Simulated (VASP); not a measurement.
Write the native input for VASP 6.6.1 that does the following.

* Task: single point
* Functional: PBEsol
* Potentials or basis: VASP PAW PBE potentials, release 64 (Hf_pv, O)
* Cutoff: 520 eV
* k mesh: 6 × 6 × 6
* Occupations: gaussian, width 0.01 eV
* Spin: no spin polarisation
* Dipole correction: no
* Further INCAR settings: ALGO = Normal; EDIFF = 1e-06; NBANDS = 18

The structure of HfO2 lies in POSCAR:

```
HfO2
1.0
    0.0000000000      2.5575000000      2.5575000000
    2.5575000000      0.0000000000      2.5575000000
    2.5575000000      2.5575000000      0.0000000000
Hf O
1 2
Direct
    0.0000000000      0.0000000000      0.0000000000
    0.2500000000      0.2500000000      0.2500000000
    0.7500000000      0.7500000000      0.7500000000
```

One way to write it, as run:

INCAR

```
SYSTEM = HfO2
PREC = Accurate ; ENCUT = 520
EDIFF = 1E-6 ; ISMEAR = 0
SIGMA = 0.01 ; LREAL = .False.
LASPH = .True. ; NELM = 100
ALGO = Normal ; ISIF = 2
LWAVE = .False. ; LCHARG = .False.
GGA = PS ; NBANDS = 18
```

KPOINTS

```
regular mesh
0
Gamma
  6 6 6
  0 0 0
```

Potentials or basis: VASP PAW PBE potentials, release 64 (Hf_pv, O).

Launch:

```bash
$ cat potpaw_PBE.64/Hf_pv/POTCAR potpaw_PBE.64/O/POTCAR > POTCAR
$ mpirun -np 1 vasp_std > vasp.out
```

Results of the run:

```json
{
  "Pressure": "-13.5 GPa",
  "Band gap on the k mesh": "3.60 eV, direct"
}
```

Caveat: the PAW data sets were made with another functional, which shifts forces and pressure a little; spin-orbit coupling is left out, which moves the levels of the heavy elements.

Wall time 23 s on 1 thread of Intel Xeon 8259CL, on a shared host, peak memory 0.16 GiB.
